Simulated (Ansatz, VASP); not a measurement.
## Os in VASP and in Ansatz

```
Os
1.0
     1.90138   -1.91492   -0.35023
     1.90138    1.91492   -0.35023
    -1.54267    0.00000    2.25307
Os
1
Direct
  0.50000 0.50000 0.50000
```

Alike in both runs: functional PBE; k mesh 8 × 8 × 10; occupations gaussian, width 0.1 eV; no spin polarisation.

Ansatz relaxed the structure, and its values are those at the end. VASP's run is a single point on that final structure, the one shown.

|  | VASP | Ansatz |
| --- | --- | --- |
| version | VASP 6.6.1 | Ansatz 0.2.0 |
| potentials or method | VASP PAW PBE potentials, release 64 (Os), cutoff 520 eV | scalar-relativistic, plane waves, PAW |
| valence electrons in the cell | 8 | 16 |

|  | VASP | Ansatz | Ansatz less VASP |
| --- | --- | --- | --- |
| gap on the k mesh at the Fermi level (eV) | none | none | - |
| pressure (GPa) | -0.1 | 0.0 | +0.08 |

A gap of «none» marks a metal or a gap that the smearing closes. The functional is the same, so the differences come from potentials, cutoffs and numerics. VASP's potentials hold 8 valence electrons a cell and Ansatz's 16, so a difference there can come from the potentials and not from the codes.

Spin-orbit coupling is off throughout.
